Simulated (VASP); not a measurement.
# Pt (Im-3m) in VASP: a series of runs

The runs below take Pt through single point, relaxation of cell and atoms, with PBE.

All numbers are computed with VASP 6.6.1; they aren't measurements. Logs are shortened: lines on timing, memory, paths and dates and some standing lists are left out, and cuts for length are marked.

## (1) The cell of the first run

Symmetry: Im-3m, No. 229, cubic system. The conventional cell has a = 3.107 Å, b = 3.107 Å, c = 3.107 Å, α = 90.00°, β = 90.00°, γ = 90.00°. Within 3.5 Å of Pt (site symmetry m-3m) lie 14 Pt at 2.69 to 3.11 Å.

This isn't the form of Pt at room conditions, which is fcc.

## (2) Single point, PBE

File INCAR:

```
SYSTEM = Pt
ALGO = Normal ; EDIFF = 1E-6
ENCUT = 500 ; GGA = PE
GGA_COMPAT = .False. ; ISIF = 2
ISMEAR = 0 ; LASPH = .True.
LCHARG = .False. ; LREAL = .False.
LWAVE = .False. ; NBANDS = 11
NELM = 120 ; PREC = Accurate
SIGMA = 0.05
```

File KPOINTS:

```
k-points
0
Gamma
  11 11 11
  0 0 0
```

File POSCAR:

```
Pt
1.0
   -1.5534996790      1.5534996790      1.5534996790
    1.5534996790     -1.5534996790      1.5534996790
    1.5534996790      1.5534996790     -1.5534996790
Pt
1
Direct
    0.0000000000      0.0000000000      0.0000000000
```

Potentials or basis: VASP PAW PBE potentials, release 64 (Pt).

Run with:

```console
$ cat potpaw_PBE.64/Pt/POTCAR > POTCAR
$ mpirun -np 1 vasp_std > vasp.out
```

OUTCAR:

```text
SYSTEM = Pt
   EDIFF = 1E-6
   ENCUT = 500
   GGA = PE
   ISIF = 2
   ISMEAR = 0
   LASPH = .True.
   LREAL = .False.
   NELM = 120
   PREC = Accurate

 ion  position               nearest neighbor table
   1  0.000  0.000  0.000-

  LATTYP: Found a body centered cubic cell.
 ALAT       =     3.1069993580

  Lattice vectors:

 A1 = (  -1.5534996790,   1.5534996790,   1.5534996790)
 A2 = (   1.5534996790,  -1.5534996790,   1.5534996790)
 A3 = (   1.5534996790,   1.5534996790,  -1.5534996790)

Analysis of symmetry for initial positions (statically):
=====================================================================
 Subroutine PRICEL returns:
 Original cell was already a primitive cell.

 Routine SETGRP: Setting up the symmetry group for a
 body centered cubic supercell.

 Subroutine GETGRP returns: Found 48 space group operations
 (whereof 48 operations were pure point group operations)
 out of a pool of 48 trial point group operations.

The static configuration has the point symmetry O_h .

Analysis of symmetry for dynamics (positions and initial velocities):
=====================================================================
 Subroutine PRICEL returns:
 Original cell was already a primitive cell.

 Routine SETGRP: Setting up the symmetry group for a
 body centered cubic supercell.

 Subroutine GETGRP returns: Found 48 space group operations
 (whereof 48 operations were pure point group operations)
 out of a pool of 48 trial point group operations.

The dynamic configuration has the point symmetry O_h .

 Subroutine INISYM returns: Found 48 space group operations
 (whereof 48 operations are pure point group operations),
 and found     1 'primitive' translations

----------------------------------------------------------------------------------------

                                     Primitive cell

  volume of cell :      14.9966

  direct lattice vectors                    reciprocal lattice vectors
    -1.553499679  1.553499679  1.553499679     0.000000000  0.321853945  0.321853945
     1.553499679 -1.553499679  1.553499679     0.321853945  0.000000000  0.321853945
     1.553499679  1.553499679 -1.553499679     0.321853945  0.321853945  0.000000000

  length of vectors
     2.690740374  2.690740374  2.690740374     0.455170214  0.455170214  0.455170214

  position of ions in fractional coordinates (direct lattice)
     0.000000000  0.000000000  0.000000000

  ion indices of the primitive-cell ions
   primitive index   ion index
                 1           1

----------------------------------------------------------------------------------------

 KPOINTS: k-points

Automatic generation of k-mesh.
 Grid dimensions read from file:
 generate k-points for:   11   11   11

 Generating k-lattice:

  Cartesian coordinates                     Fractional coordinates (reciprocal lattice)
     0.000000000  0.029259450  0.029259450     0.090909091  0.000000000  0.000000000
     0.029259450  0.000000000  0.029259450     0.000000000  0.090909091  0.000000000
     0.029259450  0.029259450  0.000000000     0.000000000  0.000000000  0.090909091

  Length of vectors
     0.041379110  0.041379110  0.041379110

  Shift w.r.t. Gamma in fractional coordinates (k-lattice)
     0.000000000  0.000000000  0.000000000

 Subroutine IBZKPT returns following result:
 ===========================================

 Found     56 irreducible k-points:

 Following reciprocal coordinates:
            Coordinates               Weight
  0.000000  0.000000  0.000000      1.000000
  0.090909  0.000000  0.000000     12.000000
  0.181818  0.000000  0.000000     12.000000
  0.272727  0.000000  0.000000     12.000000
  0.363636  0.000000  0.000000     12.000000
  0.454545  0.000000  0.000000     12.000000
[... 16 lines left out ...]
  0.272727  0.181818  0.090909     48.000000
  0.363636  0.181818  0.090909     24.000000
 [... further k-points ...]
   k-points           NKPTS =     56   k-points in BZ     NKDIM =     56   number of bands    NBANDS=     11
   number of dos      NEDOS =    301   number of ions     NIONS =      1
   total plane-waves  NPLWV =   8000
   dimension x,y,z NGX =    20 NGY =   20 NGZ =   20
   dimension x,y,z NGXF=    40 NGYF=   40 NGZF=   40
   ions per type =               1
   NGX,Y,Z   is equivalent  to a cutoff of  12.36, 12.36, 12.36 a.u.
   NGXF,Y,Z  is equivalent  to a cutoff of  24.71, 24.71, 24.71 a.u.
 SYSTEM =  Pt
   PREC   = accura    normal or accurate (medium, high low for compatibility)
   ISTART =      0    job   : 0-new  1-cont  2-samecut
   ICHARG =      2    charge: 1-file 2-atom 10-const
   ISPIN  =      1    spin polarized calculation?
   LNONCOLLINEAR =      F non collinear calculations
   LSORBIT =      F    spin-orbit coupling
   LASPH  =      T    aspherical Exc in radial PAW
   ENCUT  =  500.0 eV  36.75 Ry    6.06 a.u.   4.91  4.91  4.91*2*pi/ulx,y,z
   NELM   =    120;   NELMIN=  2; NELMDL= -5     # of ELM steps
   EDIFF  = 0.1E-05   stopping-criterion for ELM
   LREAL  =      F    real-space projection
   EDIFFG = 0.1E-04   stopping-criterion for IOM
   NSW    =      0    number of steps for IOM
   IBRION =     -1    ionic relax: 0-MD 1-quasi-New 2-CG
   NFREE  =      0    steps in history (QN), initial steepest desc. (CG)
   ISIF   =      2    stress and relaxation
   ISYM   =      2    0-nonsym 1-usesym 2-fastsym
   POTIM  = 0.5000    time-step for ionic-motion
   TEBEG  =    0.0;   TEEND  =   0.0 temperature during run
   PSTRESS=    0.0 pullay stress
   NELECT =      10.0000    total number of electrons
   NUPDOWN=      -1.0000    fix difference up-down
   EMIN   =  10.00;   EMAX   =-10.00  energy-range for DOS
   EFERMI =   0.00;   METHOD = LEGACY
   ISMEAR =     0;   SIGMA  =   0.05  broadening in eV -4-tet -1-fermi 0-gaus
   EFERMI_NEDOS =   21; number of points for ismear=-14 and -15
   IALGO  =     38    algorithm
   IMIX   =      4    mixing-type and parameters
     AMIX     =   0.40;   BMIX     =  1.00
     AMIX_MAG =   1.60;   BMIX_MAG =  1.00
  volume/ion in A,a.u.               =      15.00       101.20
  Fermi-wavevector in a.u.,A,eV,Ry     =   1.430245  2.702770 27.832074  2.045600
  Thomas-Fermi vector in A             =   2.550111
   LORBIT       =      0    0 simple, 1 ext, 2 COOP (PROOUT), +10 PAW based schemes
   GGA     = PE    functional components
   LHFCALC =     F    Hartree Fock is set to
   AEXX    =    0.0000 exact exchange contribution
   IVDW    =     0    specifies the selected vdW correction
   LEPSILON=     F    determine dielectric tensor
   LRPA    =     F    only Hartree local field effects (RPA)
 non-spin polarized calculation
 Gauss-broadening in eV      SIGMA  =   0.05
  energy-cutoff  :      500.00
  volume of cell :       15.00
 maximum number of plane-waves:       392
   NGX =  9   NGY =  9   NGZ =  9

 number of electron      10.0000000 magnetization

 Free energy of the ion-electron system (eV)
  ---------------------------------------------------
  ext. energy  EPLUGINS =         0.00000000
  ---------------------------------------------------
  free energy    TOTEN  =        -5.94108464 eV

  energy without entropy =       -5.93865397  energy(sigma->0) =       -5.93986931

 E-fermi :  11.0749     XC(G=0): -13.5188

 val. band max:       11.0728040253   @ k =  -0.3636   0.3636   0.0909
 cond. band min:      11.1200580547   @ k =  -0.3636   0.4545   0.0909
 fundamental gap:      0.0472540294
 Fermi energy:        11.0748697496

 k-point     1 :       0.0000    0.0000    0.0000
  band No.  band energies     occupation
      1       1.1071      2.00000
      2       7.3756      2.00000
      3       7.3756      2.00000
      4       7.3756      2.00000
      5      10.0535      2.00000
      6      10.0535      2.00000
      7      28.2282      0.00000
      8      28.2282      0.00000
      9      28.2282      0.00000
     10      38.9283      0.00000
     11      38.9283      0.00000

 k-point     2 :       0.0909    0.0000    0.0000
  band No.  band energies     occupation
      1       1.4579      2.00000
      2       7.2341      2.00000
      3       7.3712      2.00000
      4       7.6642      2.00000
      5       9.8771      2.00000
      6      10.0636      2.00000
      7      28.3848      0.00000
      8      28.5339      0.00000
      9      28.7561      0.00000
     10      35.9337      0.00000
     11      36.5766      0.00000

 k-point     3 :       0.1818    0.0000    0.0000
  band No.  band energies     occupation
      1       2.4148      2.00000
      2       6.8737      2.00000
      3       7.3315      2.00000
      4       8.4944      2.00000
      5       9.6112      2.00000
      6      10.1053      2.00000
      7      28.1822      0.00000
      8      28.2292      0.00000
      9      30.2444      0.00000
     10      34.2570      0.00000
     11      34.2732      0.00000

 k-point     4 :       0.2727    0.0000    0.0000
  band No.  band energies     occupation
      1       3.5513      2.00000
      2       6.4376      2.00000
      3       7.5285      2.00000
      4       9.6222      2.00000
      5       9.7433      2.00000
      6      10.1941      2.00000
      7      25.2321      0.00000
      8      26.9161      0.00000
      9      32.4331      0.00000
     10      32.7416      0.00000
     11      34.5947      0.00000
[... 239 lines left out ...]
 k-point    22 :       0.1818    0.1818    0.0909
  band No.  band energies     occupation
      1       5.1813      2.00000
      2       6.2732      2.00000
      3       6.4355      2.00000
      4       9.9715      2.00000
      5      10.3050      2.00000
      6      12.9462      0.00000
      7      22.3066      0.00000
      8      24.8685      0.00000
      9      26.0063      0.00000
     10      32.4973      0.00000
     11      38.2703      0.00000

 k-point    23 :       0.2727    0.1818    0.0909
  band No.  band energies     occupation
      1       5.3297      2.00000
      2       6.0865      2.00000
      3       7.4314      2.00000
      4      10.1127      2.00000
      5      10.4324      2.00000
      6      14.9590      0.00000
      7      19.1713      0.00000
      8      23.3106      0.00000
      9      25.2508      0.00000
     10      34.2087      0.00000
     11      37.2499      0.00000

 k-point    24 :       0.3636    0.1818    0.0909
  band No.  band energies     occupation
      1       5.2727      2.00000
      2       6.0194      2.00000
      3       8.0804      2.00000
      4      10.1829      2.00000
      5      10.4869      2.00000
      6      16.7351      0.00000
      7      16.9630      0.00000
      8      22.6320      0.00000
      9      24.9697      0.00000
     10      35.3005      0.00000
     11      36.4963      0.00000

 [... further k-points ...]
[... 5 lines left out ...]
  --------------------------------------------------------------------------------------
  -------------------------------------------------------------------------------------
  Total        1.3565760      1.3565760      1.3565760      0.0000000     -0.0000000      0.0000000
  in kB      144.9309729    144.9309729    144.9309729      0.0000000     -0.0000000      0.0000000
  external PRESSURE =     144.9309729 kB  Pullay stress =       0.0000000 kB

 VOLUME and BASIS-vectors are now :
 -----------------------------------------------------------------------------
  energy-cutoff  :      500.00
  volume of cell :       15.00
      direct lattice vectors                 reciprocal lattice vectors
    -1.553499679  1.553499679  1.553499679     0.000000000  0.321853945  0.321853945
     1.553499679 -1.553499679  1.553499679     0.321853945  0.000000000  0.321853945
     1.553499679  1.553499679 -1.553499679     0.321853945  0.321853945  0.000000000

 POSITION                                       TOTAL-FORCE (eV/Angst)
 -----------------------------------------------------------------------------------
      0.00000      0.00000      0.00000         0.000000      0.000000      0.000000
 -----------------------------------------------------------------------------------
    total drift:                                0.000000     -0.000000      0.000000

  FREE ENERGIE OF THE ION-ELECTRON SYSTEM (eV)
  ---------------------------------------------------
  free  energy   TOTEN  =        -5.9410846439 eV

  energy  without entropy=       -5.9386539719  energy(sigma->0) =       -5.93986931
```

Wall time 3.9 s (1 thread of Intel Xeon 6975P-C (Granite Rapids), shared host); peak memory 0.12 GiB.

What came out:

```yaml
Free_energy: -5.9411 eV
Pressure: 14.5 GPa
Band_gap_on_the_k_mesh: zero (bands 5 and 6 overlap by 2.21 eV)
```

Caveat: the cell stands under pressure; spin-orbit coupling is left out, which moves the levels of the heavy elements.

(Part 1 of 3 ends here.)
